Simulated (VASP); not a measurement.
Wanted: the native input for a VASP 6.6.1 run.

```yaml
Task: single point
Functional: PBEsol
Potentials_or_basis: VASP PAW PBE potentials, release 64 (Hf_pv)
Cutoff: 520 eV
k_mesh: 13 × 13 × 4
Occupations: fermi-dirac, width 0.1 eV
Spin: no spin polarisation
Dipole_correction: no
Further_INCAR_settings: ALGO = Normal; EDIFF = 1e-07; NBANDS = 28
```

The structure of Hf lies in POSCAR:

```
Hf
1.0
    3.0227118719      0.0000000000      0.0000000000
   -1.5113559359      2.6177452694      0.0000000000
    0.0000000000      0.0000000000      9.6673019262
Hf
4
Direct
    0.0000000000      0.0000000000      0.0000000000
    1.0000000000      0.0000000000      0.5000000000
    0.3333333333      0.6666666667      0.2500000000
    0.6666666667      0.3333333333      0.7500000000
```

This cell differs from its parent crystal: volume scaled by 0.88.

These files were run (other wordings do the same):

INCAR

```
PREC = Accurate ; ENCUT = 520
EDIFF = 1E-7 ; ISMEAR = -1
SIGMA = 0.1 ; LREAL = F
LASPH = T ; NELM = 100
ALGO = Normal ; ISIF = 2
LWAVE = F ; LCHARG = F
GGA = PS ; NBANDS = 28
```

KPOINTS

```
regular mesh
0
Gamma
  13 13 4
```

Potentials or basis: VASP PAW PBE potentials, release 64 (Hf_pv).

Launch:

```console
$ cat potpaw_PBE.64/Hf_pv/POTCAR > POTCAR
$ mpirun -np 1 vasp_std > vasp.out
```

Results of the run:

```
Pressure               : 16.9 GPa
Band gap on the k mesh : zero (band 20 reaches 6.85 eV, above the bottom of band 21 at 5.18 eV)
```

Caveat: the PAW data sets were made with another functional, which shifts forces and pressure a little; spin-orbit coupling is left out, which moves the levels of the heavy elements.

Wall time 62 s on 1 thread of Intel(R) Xeon(R) 6975P-C (Granite Rapids), on a shared host, peak memory 0.25 GiB.
